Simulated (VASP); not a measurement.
A run of VASP 6.6.1 is set up as follows.

INCAR

```
PREC = Accurate
ENCUT = 520
EDIFF = 1E-6
ISMEAR = 1
SIGMA = 0.02
LREAL = False
LASPH = True
NELM = 80
ALGO = Normal
ISIF = 2
LWAVE = False
LCHARG = True
GGA = PS
LELF = True
LVHAR = True
NBANDS = 30
```

Contents of KPOINTS:

```
Automatic mesh
0
Gamma
  12 12 12
```

POSCAR

```
Ni3Ge
1.0
    3.5303341067      0.0000000000      0.0000000000
    0.0000000000      3.5303341067      0.0000000000
    0.0000000000      0.0000000000      3.5303341067
Ni Ge
3 1
Direct
    0.5000000000      0.0000000000      0.5000000000
    0.0000000000      0.5000000000      0.5000000000
    0.5000000000      0.5000000000      0.0000000000
    0.0000000000      0.0000000000      0.0000000000
```

Potentials or basis: VASP PAW PBE potentials, release 64 (Ni, Ge_d).

The run is started by

```console
$ cat potpaw_PBE.64/Ni/POTCAR potpaw_PBE.64/Ge_d/POTCAR > POTCAR
$ mpirun -np 1 vasp_std > vasp.out
```

(1) Estimate the band gap on the k mesh.

(2) Estimate the pressure.

Results:

(1) zero (band 22 reaches 10.23 eV, above the bottom of band 23 at 9.99 eV).

(2) -0.6 GPa.

Caveat: the PAW data sets were made with another functional, which shifts forces and pressure a little.
